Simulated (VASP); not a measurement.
# Hf3S5 (Pm-3m) in VASP: relaxation of cell and atoms with PBE

Aim: the relaxation of cell and atoms of Hf3S5 with PBE.

Program: VASP 6.6.1. These are calculated values, not measurements. Logs are shortened: lines on timing, memory, paths and dates and some standing lists are left out, and cuts for length are marked.

**1. The cell of the first run**

The structure is cubic, space group Pm-3m (No. 221). Conventional cell: a = 5.759 Å, b = 5.759 Å, c = 5.759 Å, α = 90.00°, β = 90.00°, γ = 90.00°. Hf (site symmetry 4/mmm) has 6 S at 2.88 Å within 3.8 Å. S (site symmetry 4/mmm) has 4 Hf at 2.88 Å and 2 S at 2.88 Å within 3.8 Å. Within 3.8 Å of S (site symmetry m-3m) lie 6 Hf at 2.88 Å. Within 3.8 Å of S (site symmetry m-3m) lie 6 S at 2.88 Å.

The cell was generated, and may not be a known phase.

**2. Relaxation of cell and atoms, PBE**

The input, INCAR:

```
SYSTEM = Hf3S5
PREC = Accurate
ENCUT = 600
EDIFF = 1E-6
ISMEAR = 0
SIGMA = 0.2
LREAL = .FALSE.
LASPH = .TRUE.
NELM = 60
ALGO = Normal
ISIF = 3
LWAVE = .FALSE.
LCHARG = .FALSE.
GGA = PE
IBRION = 2
NSW = 36
EDIFFG = -0.08
```

The input, KPOINTS:

```
Automatic mesh
0
G
  3 3 3
  0 0 0
```

The input, POSCAR:

```
Hf3S5
1.0
    5.7586543800      0.0000000000      0.0000000000
    0.0000000000      5.7586543800      0.0000000000
    0.0000000000      0.0000000000      5.7586543800
Hf S
3 5
Direct
    0.5000000000      0.0000000000      0.0000000000
    0.0000000000      0.5000000000      0.0000000000
    0.0000000000      0.0000000000      0.5000000000
    0.0000000000      0.5000000000      0.5000000000
    0.5000000000      0.0000000000      0.5000000000
    0.5000000000      0.5000000000      0.0000000000
    0.0000000000      0.0000000000      0.0000000000
    0.5000000000      0.5000000000      0.5000000000
```

Potentials or basis: VASP PAW PBE potentials, release 64 (Hf_pv, S).

On the command line:

```bash
$ cat potpaw_PBE.64/Hf_pv/POTCAR potpaw_PBE.64/S/POTCAR > POTCAR
$ mpirun -np 1 vasp_std > vasp.out
```

OUTCAR:

```text
SYSTEM = Hf3S5
   PREC = Accurate
   ENCUT = 600
   EDIFF = 1E-6
   ISMEAR = 0
   LREAL = .FALSE.
   LASPH = .TRUE.
   NELM = 60
   ISIF = 3
   GGA = PE
   IBRION = 2
   NSW = 36
   EDIFFG = -0.08

 ion  position               nearest neighbor table
   1  0.500  0.000  0.000-   5 2.88   6 2.88   7 2.88   5 2.88   6 2.88   7 2.88
   2  0.000  0.500  0.000-   4 2.88   6 2.88   7 2.88   4 2.88   7 2.88   6 2.88
   3  0.000  0.000  0.500-   4 2.88   5 2.88   7 2.88   7 2.88   4 2.88   5 2.88
   4  0.000  0.500  0.500-   2 2.88   3 2.88   2 2.88   3 2.88
   5  0.500  0.000  0.500-   1 2.88   3 2.88   1 2.88   3 2.88
   6  0.500  0.500  0.000-   1 2.88   2 2.88   1 2.88   2 2.88
   7  0.000  0.000  0.000-   1 2.88   2 2.88   3 2.88   3 2.88   2 2.88   1 2.88
   8  0.500  0.500  0.500-

  LATTYP: Found a simple cubic cell.
 ALAT       =     5.7586543800

  Lattice vectors:

 A1 = (   5.7586543800,   0.0000000000,   0.0000000000)
 A2 = (   0.0000000000,   5.7586543800,   0.0000000000)
 A3 = (   0.0000000000,   0.0000000000,   5.7586543800)

Analysis of symmetry for initial positions (statically):
=====================================================================
 Subroutine PRICEL returns:
 Original cell was already a primitive cell.

 Routine SETGRP: Setting up the symmetry group for a
 simple cubic supercell.

 Subroutine GETGRP returns: Found 48 space group operations
 (whereof 48 operations were pure point group operations)
 out of a pool of 48 trial point group operations.

The static configuration has the point symmetry O_h .

Analysis of symmetry for dynamics (positions and initial velocities):
=====================================================================
 Subroutine PRICEL returns:
 Original cell was already a primitive cell.

 Routine SETGRP: Setting up the symmetry group for a
 simple cubic supercell.

 Subroutine GETGRP returns: Found 48 space group operations
 (whereof 48 operations were pure point group operations)
 out of a pool of 48 trial point group operations.

The dynamic configuration has the point symmetry O_h .

 Subroutine INISYM returns: Found 48 space group operations
 (whereof 48 operations are pure point group operations),
 and found     1 'primitive' translations

----------------------------------------------------------------------------------------

                                     Primitive cell

  volume of cell :     190.9691

  direct lattice vectors                    reciprocal lattice vectors
     5.758654380  0.000000000  0.000000000     0.173651679  0.000000000  0.000000000
     0.000000000  5.758654380  0.000000000     0.000000000  0.173651679  0.000000000
     0.000000000  0.000000000  5.758654380     0.000000000  0.000000000  0.173651679

  length of vectors
     5.758654380  5.758654380  5.758654380     0.173651679  0.173651679  0.173651679

  position of ions in fractional coordinates (direct lattice)
     0.500000000  0.000000000  0.000000000
     0.000000000  0.500000000  0.000000000
     0.000000000  0.000000000  0.500000000
     0.000000000  0.500000000  0.500000000
     0.500000000  0.000000000  0.500000000
     0.500000000  0.500000000  0.000000000
     0.000000000  0.000000000  0.000000000
     0.500000000  0.500000000  0.500000000

  ion indices of the primitive-cell ions
   primitive index   ion index
                 1           1
                 2           2
                 3           3
                 4           4
                 5           5
                 6           6
                 7           7
                 8           8

----------------------------------------------------------------------------------------

 KPOINTS: Automatic mesh

Automatic generation of k-mesh.
 Grid dimensions read from file:
 generate k-points for:    3    3    3

 Generating k-lattice:

  Cartesian coordinates                     Fractional coordinates (reciprocal lattice)
     0.057883893  0.000000000  0.000000000     0.333333333  0.000000000  0.000000000
     0.000000000  0.057883893  0.000000000     0.000000000  0.333333333  0.000000000
     0.000000000  0.000000000  0.057883893     0.000000000  0.000000000  0.333333333

  Length of vectors
     0.057883893  0.057883893  0.057883893

  Shift w.r.t. Gamma in fractional coordinates (k-lattice)
     0.000000000  0.000000000  0.000000000

 Subroutine IBZKPT returns following result:
 ===========================================

 Found      4 irreducible k-points:

 Following reciprocal coordinates:
            Coordinates               Weight
  0.000000  0.000000  0.000000      1.000000
  0.333333  0.000000  0.000000      6.000000
  0.333333  0.333333  0.000000     12.000000
  0.333333  0.333333  0.333333      8.000000
   k-points           NKPTS =      4   k-points in BZ     NKDIM =      4   number of bands    NBANDS=     36
   number of dos      NEDOS =    301   number of ions     NIONS =      8
   total plane-waves  NPLWV = 110592
   dimension x,y,z NGX =    48 NGY =   48 NGZ =   48
   dimension x,y,z NGXF=    96 NGYF=   96 NGZF=   96
   ions per type =               3   5
   NGX,Y,Z   is equivalent  to a cutoff of  13.86, 13.86, 13.86 a.u.
   NGXF,Y,Z  is equivalent  to a cutoff of  27.71, 27.71, 27.71 a.u.
 SYSTEM =  Hf3S5
   PREC   = accura    normal or accurate (medium, high low for compatibility)
   ISTART =      0    job   : 0-new  1-cont  2-samecut
   ICHARG =      2    charge: 1-file 2-atom 10-const
   ISPIN  =      1    spin polarized calculation?
   LNONCOLLINEAR =      F non collinear calculations
   LSORBIT =      F    spin-orbit coupling
   LASPH  =      T    aspherical Exc in radial PAW
   ENCUT  =  600.0 eV  44.10 Ry    6.64 a.u.  11.50 11.50 11.50*2*pi/ulx,y,z
   NELM   =     60;   NELMIN=  2; NELMDL= -5     # of ELM steps
   EDIFF  = 0.1E-05   stopping-criterion for ELM
   LREAL  =      F    real-space projection
   EDIFFG = -.8E-01   stopping-criterion for IOM
   NSW    =     36    number of steps for IOM
   IBRION =      2    ionic relax: 0-MD 1-quasi-New 2-CG
   NFREE  =      1    steps in history (QN), initial steepest desc. (CG)
   ISIF   =      3    stress and relaxation
   ISYM   =      2    0-nonsym 1-usesym 2-fastsym
   POTIM  = 0.5000    time-step for ionic-motion
   TEBEG  =    0.0;   TEEND  =   0.0 temperature during run
   PSTRESS=    0.0 pullay stress
   NELECT =      60.0000    total number of electrons
   NUPDOWN=      -1.0000    fix difference up-down
   EMIN   =  10.00;   EMAX   =-10.00  energy-range for DOS
   EFERMI =   0.00;   METHOD = LEGACY
   ISMEAR =     0;   SIGMA  =   0.20  broadening in eV -4-tet -1-fermi 0-gaus
   EFERMI_NEDOS =   21; number of points for ismear=-14 and -15
   IALGO  =     38    algorithm
   IMIX   =      4    mixing-type and parameters
     AMIX     =   0.40;   BMIX     =  1.00
     AMIX_MAG =   1.60;   BMIX_MAG =  1.00
  volume/ion in A,a.u.               =      23.87       161.09
  Fermi-wavevector in a.u.,A,eV,Ry     =   1.112938  2.103148 16.852592  1.238631
  Thomas-Fermi vector in A             =   2.249517
   LORBIT       =      0    0 simple, 1 ext, 2 COOP (PROOUT), +10 PAW based schemes
   GGA     = PE    functional components
   LHFCALC =     F    Hartree Fock is set to
   AEXX    =    0.0000 exact exchange contribution
   IVDW    =     0    specifies the selected vdW correction
   LEPSILON=     F    determine dielectric tensor
   LRPA    =     F    only Hartree local field effects (RPA)
 conjugate gradient relaxation of ions
 non-spin polarized calculation
 Gauss-broadening in eV      SIGMA  =   0.20
  energy-cutoff  :      600.00
  volume of cell :      190.97
 maximum number of plane-waves:      6403
 NGX is ok and might be reduce to    48
   NGX = 23   NGY = 23   NGZ = 23

--------------------------------------- Ionic step        1  -------------------------------------------

 number of electron      59.9999991 magnetization

 Free energy of the ion-electron system (eV)
  ---------------------------------------------------
  ext. energy  EPLUGINS =         0.00000000
  ---------------------------------------------------
  free energy    TOTEN  =       -51.73829169 eV

  energy without entropy =      -51.52606429  energy(sigma->0) =      -51.63217799

 E-fermi :   4.7783     XC(G=0):  -9.8068

 val. band max:        4.7516264687   @ k =   0.3333   0.0000   0.0000
 cond. band min:       4.8084670853   @ k =   0.0000   0.0000   0.0000
 fundamental gap:      0.0568406166
 Fermi energy:         4.7782959365

 k-point     1 :       0.0000    0.0000    0.0000
  band No.  band energies     occupation
      1     -28.1104      2.00000
      2     -28.1104      2.00000
      3     -28.1104      2.00000
      4     -28.1025      2.00000
      5     -28.1025      2.00000
      6     -28.1025      2.00000
[... 28 lines left out ...]
     35       4.9975      0.12112
     36       5.1984      0.00297
[... 179 lines left out ...]
 POSITION                                       TOTAL-FORCE (eV/Angst)
 -----------------------------------------------------------------------------------
      2.51164     -0.00000      0.00000         0.000000      0.000000      0.000000
     -0.00000      2.51164      0.00000         0.000000      0.000000      0.000000
     -0.00000     -0.00000      2.51164         0.000000      0.000000      0.000000
     -0.00000      2.51164      2.51164        -0.000000      0.000000      0.000000
      2.51164     -0.00000      2.51164         0.000000     -0.000000      0.000000
      2.51164      2.51164      0.00000         0.000000      0.000000      0.000000
      0.00000      0.00000      0.00000         0.000000      0.000000      0.000000
      2.51164      2.51164      2.51164        -0.000000      0.000000      0.000000
 -----------------------------------------------------------------------------------
    total drift:                                0.000000      0.000000      0.000000

  FREE ENERGIE OF THE ION-ELECTRON SYSTEM (eV)
  ---------------------------------------------------
  free  energy   TOTEN  =       -54.7019655571 eV

  energy  without entropy=      -54.6045287070  energy(sigma->0) =      -54.65324713

--------------------------------------- Ionic step        3  -------------------------------------------

 number of electron      60.0000003 magnetization

 Free energy of the ion-electron system (eV)
  ---------------------------------------------------
  ext. energy  EPLUGINS =         0.00000000
  ---------------------------------------------------
  free energy    TOTEN  =       -55.43167137 eV

  energy without entropy =      -55.30613625  energy(sigma->0) =      -55.36890381

 E-fermi :   7.6517     XC(G=0): -11.1694

 val. band max:        7.6451224664   @ k =   0.0000   0.0000   0.0000
 cond. band min:       7.7676536699   @ k =   0.3333   0.0000   0.0000
 fundamental gap:      0.1225312034
 Fermi energy:         7.6516642729

 k-point     1 :       0.0000    0.0000    0.0000
  band No.  band energies     occupation
      1     -24.5361      2.00000
      2     -24.5361      2.00000
      3     -24.5361      2.00000
      4     -24.4372      2.00000
      5     -24.4372      2.00000
      6     -24.4372      2.00000
[... 28 lines left out ...]
     35       8.6401      0.00000
     36       9.0899      0.00000
[... 128 lines left out ...]
 VOLUME and BASIS-vectors are now :
 -----------------------------------------------------------------------------
  energy-cutoff  :      600.00
  volume of cell :      141.79
      direct lattice vectors                 reciprocal lattice vectors
     5.214580035 -0.000000000  0.000000000     0.191769997  0.000000000  0.000000000
    -0.000000000  5.214580035  0.000000000     0.000000000  0.191769997  0.000000000
    -0.000000000 -0.000000000  5.214580035    -0.000000000 -0.000000000  0.191769997

 POSITION                                       TOTAL-FORCE (eV/Angst)
 -----------------------------------------------------------------------------------
      2.60729     -0.00000      0.00000         0.000000     -0.000000      0.000000
     -0.00000      2.60729      0.00000         0.000000     -0.000000      0.000000
     -0.00000     -0.00000      2.60729         0.000000     -0.000000      0.000000
     -0.00000      2.60729      2.60729        -0.000000      0.000000      0.000000
      2.60729     -0.00000      2.60729         0.000000      0.000000      0.000000
      2.60729      2.60729      0.00000         0.000000      0.000000      0.000000
      0.00000      0.00000      0.00000         0.000000      0.000000      0.000000
      2.60729      2.60729      2.60729        -0.000000      0.000000      0.000000
 -----------------------------------------------------------------------------------
    total drift:                                0.000000      0.000000      0.000000

  FREE ENERGIE OF THE ION-ELECTRON SYSTEM (eV)
  ---------------------------------------------------
  free  energy   TOTEN  =       -55.4316713670 eV

  energy  without entropy=      -55.3061362546  energy(sigma->0) =      -55.36890381

 reached required accuracy - stopping structural energy minimisation
```

Wall time 73 s (1 thread of Intel Xeon 6975P-C (Granite Rapids), shared host); peak memory 0.34 GiB.

What came out:

```
Free energy                           : -55.4317 eV
Relaxed volume                        : 17.72 Å³/atom
Relaxed cell                          : a = 5.215 Å, b = 5.215 Å, c = 5.215 Å, α = 90.00°, β = 90.00°, γ = 90.00°
Space group after relaxing (to 0.1 Å) : Pm-3m (No. 221)
Energy gained by relaxing             : 461.7 meV/atom
Ionic steps                           : 3
Pressure after relaxing               : 0.0 GPa
Band gap on the k mesh                : zero (bands 30 and 31 overlap by 0.20 eV)
```

Step by step:
```tsv
step	energy change (eV)	largest force (eV/Å)	pressure (GPa)	volume (Å³)
1	0.0000	0.0000	-17.77	190.97
2	-2.9637	0.0000	17.23	126.75
3	-3.6934	0.0000	-0.04	141.79
```

Final structure:
```
CELL_PARAMETERS angstrom
5.21458 0.00000 0.00000
0.00000 5.21458 0.00000
0.00000 0.00000 5.21458
ATOMIC_POSITIONS crystal
Hf 0.50000 0.00000 0.00000
Hf 0.00000 0.50000 0.00000
Hf 0.00000 0.00000 0.50000
S 0.00000 0.50000 0.50000
S 0.50000 0.00000 0.50000
S 0.50000 0.50000 0.00000
S 0.00000 0.00000 0.00000
S 0.50000 0.50000 0.50000
```

Caveat: the k points lie up to 0.40 Å⁻¹ apart in the final cell; the volume moved by over 15 % at a fixed basis, so the end points are rough; spin-orbit coupling is left out, which moves the levels of the heavy elements.

The gap in the log of VASP goes by the Fermi energy; the results here count the filled bands.